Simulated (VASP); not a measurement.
Cu, 1 atom in the cell. It takes space group Fm-3m (No. 225, cubic). The conventional cell has a = 3.518 Å, b = 3.518 Å, c = 3.518 Å, α = 90.00°, β = 90.00°, γ = 90.00°. Within 3.3 Å of Cu (site symmetry m-3m) lie 12 Cu at 2.49 Å. 

```yaml
Program: VASP 6.6.1
Task: single point
Functional: LDA
Potentials_or_basis: VASP PAW LDA potentials, release 64 (Cu)
Cutoff: 520 eV
k_mesh: 15 × 15 × 15
Occupations: fermi-dirac, width 0.1 eV
Spin: no spin polarisation
Dipole_correction: no
Further_INCAR_settings: ALGO = Normal; EDIFF = 1e-06; NBANDS = 12
```

Potentials or basis: VASP PAW LDA potentials, release 64 (Cu).

The run is started by

```console
$ cat potpaw_LDA.64/Cu/POTCAR > POTCAR
$ mpirun -np 1 vasp_std > vasp.out
```

Hardware: 1 thread of Intel Xeon 8259CL, with other jobs on the host.

Q: Estimate the wall time of this run.

A: Run time: 19 s on 1 thread of Intel Xeon 8259CL, on a shared host, peak memory 0.12 GiB. Counts: scf iterations 12, k points 120.
